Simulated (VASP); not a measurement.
# BaTe (Pm-3m) in VASP: settings compared

Aim: see how the results for BaTe move with the level of theory and the settings. Levels: PBE, LDA. Tasks: single point.

Program: VASP 6.6.1. These are calculated values, not measurements. Logs are shortened: lines on timing, memory, paths and dates and some standing lists are left out, and cuts for length are marked.

## (1) The cell of the first run

It takes space group Pm-3m (No. 221, cubic). The conventional cell has a = 4.245 Å, b = 4.245 Å, c = 4.245 Å, α = 90.00°, β = 90.00°, γ = 90.00°. Within 4.8 Å of Ba (site symmetry m-3m) lie 8 Te at 3.68 Å and 6 Ba at 4.24 Å. Within 4.8 Å of Te (site symmetry m-3m) lie 8 Ba at 3.68 Å and 6 Te at 4.24 Å.

## (2) Single point, PBE

INCAR reads:

```
SYSTEM = BaTe
  PREC = Accurate
  ENCUT = 500
  EDIFF = 1E-6
  ISMEAR = 0
  SIGMA = 0.01
  LREAL = .False.
  LASPH = .True.
  NELM = 120
  ALGO = Normal
  ISIF = 2
  LWAVE = .False.
  LCHARG = .True.
  GGA = PE
  LELF = .True.
  LVHAR = .True.
  NBANDS = 15
  GGA_COMPAT = .False.
```

KPOINTS reads:

```
regular mesh
0
Gamma
  3 3 3
  0 0 0
```

POSCAR reads:

```
BaTe
1.0
    4.2448181589      0.0000000000      0.0000000000
    0.0000000000      4.2448181589      0.0000000000
    0.0000000000      0.0000000000      4.2448181589
Ba Te
1 1
Direct
    0.0000000000      0.0000000000      0.0000000000
    0.5000000000      0.5000000000      0.5000000000
```

Potentials or basis: VASP PAW PBE potentials, release 64 (Ba_sv, Te).

Run with:

```sh
$ cat potpaw_PBE.64/Ba_sv/POTCAR potpaw_PBE.64/Te/POTCAR > POTCAR
$ mpirun -np 1 vasp_std > vasp.out
```

OUTCAR:

```text
SYSTEM = BaTe
   PREC = Accurate
   ENCUT = 500
   EDIFF = 1E-6
   ISMEAR = 0
   LREAL = .False.
   LASPH = .True.
   NELM = 120
   ISIF = 2
   GGA = PE

 ion  position               nearest neighbor table
   1  0.000  0.000  0.000-   2 3.68   2 3.68   2 3.68   2 3.68   2 3.68   2 3.68   2 3.68   2 3.68

   2  0.500  0.500  0.500-   1 3.68   1 3.68   1 3.68   1 3.68   1 3.68   1 3.68   1 3.68   1 3.68

  LATTYP: Found a simple cubic cell.
 ALAT       =     4.2448181589

  Lattice vectors:

 A1 = (   4.2448181589,   0.0000000000,   0.0000000000)
 A2 = (   0.0000000000,   4.2448181589,   0.0000000000)
 A3 = (   0.0000000000,   0.0000000000,   4.2448181589)

Analysis of symmetry for initial positions (statically):
=====================================================================
 Subroutine PRICEL returns:
 Original cell was already a primitive cell.

 Routine SETGRP: Setting up the symmetry group for a
 simple cubic supercell.

 Subroutine GETGRP returns: Found 48 space group operations
 (whereof 48 operations were pure point group operations)
 out of a pool of 48 trial point group operations.

The static configuration has the point symmetry O_h .

Analysis of symmetry for dynamics (positions and initial velocities):
=====================================================================
 Subroutine PRICEL returns:
 Original cell was already a primitive cell.

 Routine SETGRP: Setting up the symmetry group for a
 simple cubic supercell.

 Subroutine GETGRP returns: Found 48 space group operations
 (whereof 48 operations were pure point group operations)
 out of a pool of 48 trial point group operations.

The dynamic configuration has the point symmetry O_h .

 Subroutine INISYM returns: Found 48 space group operations
 (whereof 48 operations are pure point group operations),
 and found     1 'primitive' translations

----------------------------------------------------------------------------------------

                                     Primitive cell

  volume of cell :      76.4852

  direct lattice vectors                    reciprocal lattice vectors
     4.244818159  0.000000000  0.000000000     0.235581352  0.000000000  0.000000000
     0.000000000  4.244818159  0.000000000     0.000000000  0.235581352  0.000000000
     0.000000000  0.000000000  4.244818159     0.000000000  0.000000000  0.235581352

  length of vectors
     4.244818159  4.244818159  4.244818159     0.235581352  0.235581352  0.235581352

  position of ions in fractional coordinates (direct lattice)
     0.000000000  0.000000000  0.000000000
     0.500000000  0.500000000  0.500000000

  ion indices of the primitive-cell ions
   primitive index   ion index
                 1           1
                 2           2

----------------------------------------------------------------------------------------

 KPOINTS: regular mesh

Automatic generation of k-mesh.
 Grid dimensions read from file:
 generate k-points for:    3    3    3

 Generating k-lattice:

  Cartesian coordinates                     Fractional coordinates (reciprocal lattice)
     0.078527117  0.000000000  0.000000000     0.333333333  0.000000000  0.000000000
     0.000000000  0.078527117  0.000000000     0.000000000  0.333333333  0.000000000
     0.000000000  0.000000000  0.078527117     0.000000000  0.000000000  0.333333333

  Length of vectors
     0.078527117  0.078527117  0.078527117

  Shift w.r.t. Gamma in fractional coordinates (k-lattice)
     0.000000000  0.000000000  0.000000000

 Subroutine IBZKPT returns following result:
 ===========================================

 Found      4 irreducible k-points:

 Following reciprocal coordinates:
            Coordinates               Weight
  0.000000  0.000000  0.000000      1.000000
  0.333333  0.000000  0.000000      6.000000
  0.333333  0.333333  0.000000     12.000000
  0.333333  0.333333  0.333333      8.000000
   k-points           NKPTS =      4   k-points in BZ     NKDIM =      4   number of bands    NBANDS=     15
   number of dos      NEDOS =    301   number of ions     NIONS =      2
   total plane-waves  NPLWV =  32768
   dimension x,y,z NGX =    32 NGY =   32 NGZ =   32
   dimension x,y,z NGXF=    64 NGYF=   64 NGZF=   64
   ions per type =               1   1
   NGX,Y,Z   is equivalent  to a cutoff of  12.53, 12.53, 12.53 a.u.
   NGXF,Y,Z  is equivalent  to a cutoff of  25.07, 25.07, 25.07 a.u.
 SYSTEM =  BaTe
   PREC   = accura    normal or accurate (medium, high low for compatibility)
   ISTART =      0    job   : 0-new  1-cont  2-samecut
   ICHARG =      2    charge: 1-file 2-atom 10-const
   ISPIN  =      1    spin polarized calculation?
   LNONCOLLINEAR =      F non collinear calculations
   LSORBIT =      F    spin-orbit coupling
   LASPH  =      T    aspherical Exc in radial PAW
   ENCUT  =  500.0 eV  36.75 Ry    6.06 a.u.   7.74  7.74  7.74*2*pi/ulx,y,z
   NELM   =    120;   NELMIN=  2; NELMDL= -5     # of ELM steps
   EDIFF  = 0.1E-05   stopping-criterion for ELM
   LREAL  =      F    real-space projection
   EDIFFG = 0.1E-04   stopping-criterion for IOM
   NSW    =      0    number of steps for IOM
   IBRION =     -1    ionic relax: 0-MD 1-quasi-New 2-CG
   NFREE  =      0    steps in history (QN), initial steepest desc. (CG)
   ISIF   =      2    stress and relaxation
   ISYM   =      2    0-nonsym 1-usesym 2-fastsym
   POTIM  = 0.5000    time-step for ionic-motion
   TEBEG  =    0.0;   TEEND  =   0.0 temperature during run
   PSTRESS=    0.0 pullay stress
   NELECT =      16.0000    total number of electrons
   NUPDOWN=      -1.0000    fix difference up-down
   EMIN   =  10.00;   EMAX   =-10.00  energy-range for DOS
   EFERMI =   0.00;   METHOD = LEGACY
   ISMEAR =     0;   SIGMA  =   0.01  broadening in eV -4-tet -1-fermi 0-gaus
   EFERMI_NEDOS =   21; number of points for ismear=-14 and -15
   IALGO  =     38    algorithm
   IMIX   =      4    mixing-type and parameters
     AMIX     =   0.40;   BMIX     =  1.00
     AMIX_MAG =   1.60;   BMIX_MAG =  1.00
  volume/ion in A,a.u.               =      38.24       258.07
  Fermi-wavevector in a.u.,A,eV,Ry     =   0.971827  1.836487 12.849998  0.944448
  Thomas-Fermi vector in A             =   2.102076
   LORBIT       =      0    0 simple, 1 ext, 2 COOP (PROOUT), +10 PAW based schemes
   GGA     = PE    functional components
   LHFCALC =     F    Hartree Fock is set to
   AEXX    =    0.0000 exact exchange contribution
   IVDW    =     0    specifies the selected vdW correction
   LEPSILON=     F    determine dielectric tensor
   LRPA    =     F    only Hartree local field effects (RPA)
 non-spin polarized calculation
 Gauss-broadening in eV      SIGMA  =   0.01
  energy-cutoff  :      500.00
  volume of cell :       76.49
 maximum number of plane-waves:      1947
 NGX is ok and might be reduce to    32
   NGX = 15   NGY = 15   NGZ = 15

 number of electron      15.9999999 magnetization

 Free energy of the ion-electron system (eV)
  ---------------------------------------------------
  ext. energy  EPLUGINS =         0.00000000
  ---------------------------------------------------
  free energy    TOTEN  =        -8.16123418 eV

  energy without entropy =       -8.16123418  energy(sigma->0) =       -8.16123418

 E-fermi :   3.6514     XC(G=0):  -8.8202

 val. band max:        3.5667943757   @ k =   0.0000   0.0000   0.0000
 cond. band min:       4.6688260643   @ k =   0.0000   0.0000   0.0000
 fundamental gap:      1.1020316886
 Fermi energy:         3.6514494593

 k-point     1 :       0.0000    0.0000    0.0000
  band No.  band energies     occupation
      1     -24.2211      2.00000
      2      -9.2526      2.00000
      3      -9.2526      2.00000
      4      -9.2526      2.00000
      5      -6.4526      2.00000
      6       3.5668      2.00000
      7       3.5668      2.00000
      8       3.5668      2.00000
      9       4.6688      0.00000
     10       4.6688      0.00000
     11       6.3595      0.00000
     12       8.4564      0.00000
     13       8.4564      0.00000
     14       8.4564      0.00000
     15      12.3931      0.00000

 k-point     2 :       0.3333    0.0000    0.0000
  band No.  band energies     occupation
      1     -24.2006      2.00000
      2      -9.6939      2.00000
      3      -9.2135      2.00000
      4      -9.2135      2.00000
      5      -5.8761      2.00000
      6       1.0366      2.00000
      7       3.1750      2.00000
      8       3.1750      2.00000
      9       5.2093      0.00000
     10       7.1714      0.00000
     11       8.7424      0.00000
     12       8.7855      0.00000
     13       9.0125      0.00000
     14       9.0125      0.00000
     15       9.4242      0.00000

 k-point     3 :       0.3333    0.3333    0.0000
  band No.  band energies     occupation
      1     -24.1810      2.00000
      2      -9.5963      2.00000
      3      -9.5263      2.00000
      4      -9.1823      2.00000
      5      -5.8320      2.00000
      6       1.5067      2.00000
      7       2.0956      2.00000
      8       3.5193      2.00000
      9       5.5998      0.00000
     10       6.9099      0.00000
     11       7.1236      0.00000
     12       8.1745      0.00000
     13       8.3576      0.00000
     14       9.5946      0.00000
     15      11.9879      0.00000

 k-point     4 :       0.3333    0.3333    0.3333
  band No.  band energies     occupation
      1     -24.1621      2.00000
      2      -9.5183      2.00000
      3      -9.4696      2.00000
      4      -9.4696      2.00000
      5      -5.7033      2.00000
      6       1.5324      2.00000
      7       1.5324      2.00000
      8       2.0207      2.00000
      9       6.6836      0.00000
     10       7.2133      0.00000
     11       7.2133      0.00000
     12       9.5362      0.00000
     13       9.5362      0.00000
     14       9.6913      0.00000
     15      12.2744      0.00000

------------------------ aborting loop because EDIFF is reached ----------------------------------------

  FORCE on cell =-STRESS in cart. coord.  units (eV):
  Direction    XX          YY          ZZ          XY          YZ          ZX
  --------------------------------------------------------------------------------------
  -------------------------------------------------------------------------------------
  Total        0.3912864      0.3912864      0.3912864     -0.0000000      0.0000000      0.0000000
  in kB        8.1964923      8.1964923      8.1964923     -0.0000000      0.0000000      0.0000000
  external PRESSURE =       8.1964923 kB  Pullay stress =       0.0000000 kB

 VOLUME and BASIS-vectors are now :
 -----------------------------------------------------------------------------
  energy-cutoff  :      500.00
  volume of cell :       76.49
      direct lattice vectors                 reciprocal lattice vectors
     4.244818159  0.000000000  0.000000000     0.235581352  0.000000000  0.000000000
     0.000000000  4.244818159  0.000000000     0.000000000  0.235581352  0.000000000
     0.000000000  0.000000000  4.244818159     0.000000000  0.000000000  0.235581352

 POSITION                                       TOTAL-FORCE (eV/Angst)
 -----------------------------------------------------------------------------------
      0.00000      0.00000      0.00000         0.000000      0.000000      0.000000
      2.12241      2.12241      2.12241         0.000000      0.000000      0.000000
 -----------------------------------------------------------------------------------
    total drift:                                0.000000      0.000000     -0.000000

  FREE ENERGIE OF THE ION-ELECTRON SYSTEM (eV)
  ---------------------------------------------------
  free  energy   TOTEN  =        -8.1612341839 eV

  energy  without entropy=       -8.1612341839  energy(sigma->0) =       -8.16123418
```

Run time: 4.2 s. Hardware: 1 thread of Intel Xeon 6975P-C (Granite Rapids), shared host; peak memory 0.17 GiB.

What came out:

```yaml
Free_energy: -8.1612 eV
Pressure: 0.8 GPa
Band_gap_on_the_k_mesh: 1.10 eV, direct
```

Caveat: the k points lie up to 0.49 Å⁻¹ apart; spin-orbit coupling is left out, which moves the levels of the heavy elements.

## (3) Single point, PBE

INCAR reads:

```
ALGO     = Normal         # electronic algorithm
EDIFF    = 1E-6           # SCF threshold, eV
ENCUT    = 500            # plane-wave cutoff, eV
GGA      = PE             # functional
GGA_COMPAT= F            
ISIF     = 2              # what is computed and relaxed
ISMEAR   = 0              # smearing method
LASPH    = T              # aspherical terms in the spheres
LCHARG   = F              # write CHGCAR
LREAL    = F              # projectors in reciprocal space
LWAVE    = F              # write WAVECAR
NBANDS   = 15             # bands
NELM     = 120            # most SCF steps
PREC     = Accurate       # precision mode
SIGMA    = 0.01           # smearing width, eV
```

KPOINTS reads:

```
k-points
0
Gamma
  2 2 2
```

POSCAR is that of step 2.

Potentials or basis: VASP PAW PBE potentials, release 64 (Ba_sv, Te).

Run with:

```sh
$ cat potpaw_PBE.64/Ba_sv/POTCAR potpaw_PBE.64/Te/POTCAR > POTCAR
$ mpirun -np 1 vasp_std > vasp.out
```

It took 4.4 s on 1 thread of Intel Xeon 6975P-C (Granite Rapids), shared host; peak memory 0.17 GiB.

The run converged. Its results:

| Quantity | Value |
| --- | --- |
| Free energy | -7.3833 eV |
| Pressure | 3.2 GPa |
| Band gap on the k mesh | 0.51 eV, indirect (least direct gap 0.73 eV) |

Levels at points of the mesh, in eV from the valence-band top:
| k point | band 5 | band 6 | band 7 | band 8 | band 9 | band 10 | band 11 | band 12 |
| --- | --- | --- | --- | --- | --- | --- | --- | --- |
| (0.00, 0.00, 0.00) | -10.36 | -0.40 | -0.40 | -0.40 | 0.51 | 0.51 | 2.30 | 4.24 |
| (0.50, 0.00, 0.00) | -9.60 | -3.52 | -0.95 | -0.95 | 1.28 | 4.62 | 4.71 | 4.71 |
| (0.50, 0.50, 0.00) | -9.77 | -2.12 | -2.12 | 0.00 | 0.73 | 2.32 | 2.62 | 2.62 |
| (0.50, 0.50, 0.50) | -9.37 | -3.04 | -3.04 | -3.04 | 4.59 | 4.59 | 4.59 | 6.01 |

Caveat: the k points lie up to 0.74 Å⁻¹ apart; spin-orbit coupling is left out, which moves the levels of the heavy elements.

## (4) Single point, LDA

INCAR reads:

```
  ALGO = Normal
  EDIFF = 1E-6
  ENCUT = 500
  GGA_COMPAT = False
  ISIF = 2
  ISMEAR = 0
  LASPH = True
  LCHARG = False
  LREAL = False
  LWAVE = False
  NBANDS = 15
  NELM = 120
  PREC = Accurate
  SIGMA = 0.01
```

KPOINTS is that of step 3.

POSCAR is that of step 3.

Potentials or basis: VASP PAW LDA potentials, release 64 (Ba_sv, Te).

Run with:

```sh
$ cat potpaw_LDA.64/Ba_sv/POTCAR potpaw_LDA.64/Te/POTCAR > POTCAR
$ mpirun -np 1 vasp_std > vasp.out
```

Run time: 2.7 s. Hardware: 1 thread of Intel Xeon 6975P-C (Granite Rapids), shared host; peak memory 0.15 GiB.

Results (log left out):

| Quantity | Value |
| --- | --- |
| Free energy | -8.3844 eV |
| Pressure | 0.2 GPa |
| Band gap on the k mesh | 0.33 eV, indirect (least direct gap 0.53 eV) |

Levels at points of the mesh, in eV from the valence-band top:
| k point | band 4 | band 5 | band 6 | band 7 | band 8 | band 9 | band 10 | band 11 | band 12 | band 13 |
| --- | --- | --- | --- | --- | --- | --- | --- | --- | --- | --- |
| (0.00, 0.00, 0.00) | -13.48 | -10.42 | -0.40 | -0.40 | -0.40 | 0.33 | 0.33 | 2.00 | 4.18 | 4.18 |
| (0.50, 0.00, 0.00) | -13.43 | -9.64 | -3.60 | -0.98 | -0.98 | 1.08 | 4.55 | 4.59 | 4.62 | 4.69 |
| (0.50, 0.50, 0.00) | -13.39 | -9.84 | -2.14 | -2.14 | 0.00 | 0.53 | 2.19 | 2.54 | 2.54 | 5.80 |
| (0.50, 0.50, 0.50) | -13.77 | -9.43 | -3.08 | -3.08 | -3.08 | 4.44 | 4.44 | 4.44 | 5.96 | 6.02 |

Caveat: the k points lie up to 0.74 Å⁻¹ apart; spin-orbit coupling is left out, which moves the levels of the heavy elements.

(Continued in part 2 of 2.)
